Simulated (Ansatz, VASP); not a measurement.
Cu: VASP beside Ansatz

```xyz
1
Lattice="0.0000 1.7533 1.8346 1.7533 0.0000 1.8346 1.7533 1.7533 0.0000" Properties=species:S:1:pos:R:3 pbc="T T T"
Cu    0.0000    0.0000    0.0000
```

Change from the starting cell: strain -0.030 along x and y, +0.015 along z, atoms carried along.

Alike in both runs: task single point; functional PBE; k mesh 22 × 22 × 22; occupations gaussian, width 0.15 eV; no spin polarisation.

|  | VASP | Ansatz |
| --- | --- | --- |
| version | VASP 6.6.1 | Ansatz 0.2.0 |
| potentials or method | VASP PAW PBE potentials, release 64 (Cu), cutoff 520 eV | scalar-relativistic, plane waves, PAW |
| valence electrons in the cell | 11 | 19 |

Ansatz gave:

- gap on the k mesh at the Fermi level (eV): none
- pressure (GPa): 9.6
- traceless stress, the component that is largest in VASP (GPa): -2.34

Task: What did VASP give for the same quantities?

Result: gap on the k mesh at the Fermi level (eV): none; pressure (GPa): 10.1; traceless stress, the component that is largest in VASP (GPa): -2.34.

A gap of «none» marks a metal or a gap that the smearing closes. The functional is the same, so the differences come from potentials, cutoffs and numerics. VASP's potentials hold 11 valence electrons a cell and Ansatz's 19, so a difference there can come from the potentials and not from the codes.
